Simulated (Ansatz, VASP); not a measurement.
**SnO2 in VASP and in Ansatz**

```
CELL_PARAMETERS angstrom
4.82770 0.00000 0.00000
0.00000 4.82770 0.00000
0.00000 0.00000 3.23799
ATOMIC_POSITIONS crystal
Sn 0.00000 0.00000 0.00000
Sn 0.50000 0.50000 0.50000
O 0.23337 0.23337 0.00000
O 0.12016 0.73337 0.50000
O 0.62016 0.62016 0.00000
O 0.73337 0.12016 0.50000
```

Change from the starting cell: all O atoms moved -0.500 Å, as atom 3 towards its neighbour atom 5 (O) at 2.641 Å.

Alike in both runs: task single point; functional PBE; k mesh 6 × 6 × 8; occupations gaussian, width 0.05 eV; no spin polarisation.

|  | VASP | Ansatz |
| --- | --- | --- |
| version | VASP 6.6.1 | Ansatz 0.2.0 |
| potentials or method | VASP PAW PBE potentials, release 64 (Sn_d, O), cutoff 520 eV | scalar-relativistic, plane waves, PAW |
| valence electrons in the cell | 52 | 52 |

|  | VASP | Ansatz | Ansatz less VASP |
| --- | --- | --- | --- |
| gap on the k mesh at the Fermi level (eV) | 1.04 | 1.08 | +0.037 |
| least direct gap on the mesh (eV) | 1.04 | 1.08 | +0.037 |
| pressure (GPa) | 27.4 | 29.1 | +1.73 |
| traceless stress, the component that is largest in VASP (GPa) | 35.49 | 38.61 | +3.126 |
| rms of the force components (eV/Å) | 6.431 | 6.929 | +0.4982 |

Atom by atom the forces differ by 0.520 eV/Å (rms over components).
